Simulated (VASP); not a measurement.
Crystal: BaTe.

```
CELL_PARAMETERS angstrom
0.00000 3.52931 3.52931
3.52931 0.00000 3.52931
3.52931 3.52931 0.00000
ATOMIC_POSITIONS crystal
Ba 0.00000 0.00000 0.00000
Te 0.50000 0.50000 0.50000
```

Base run:

```yaml
Program: VASP 6.6.1
Functional: RPBE
Potentials_or_basis: VASP PAW PBE potentials, release 64 (Ba_sv, Te)
Cutoff: 520 eV
k_mesh: 5 × 5 × 5
Occupations: fermi-dirac, width 0.1 eV
Spin: no spin polarisation
```

Its results: band gap on the k mesh 1.78 eV (least direct gap 2.15 eV); pressure 1.6 GPa.

The run is repeated on the same cell with these changes: functional from RPBE to PBE; further incar settings from ALGO = Normal; EDIFF = 1e-07; NBANDS = 15; ISYM = 0 to ALGO = Normal; EDIFF = 1e-06; NBANDS = 15. What comes out?

Band gap on the k mesh 1.66 eV (least direct gap 2.04 eV); pressure 0.4 GPa.

Caveats: spin-orbit coupling is left out, which moves the levels of the heavy elements; an odd mesh through Γ misses points on the zone boundary, where band edges can lie; the PAW data sets were made with another functional, which shifts forces and pressure a little (at least some runs).
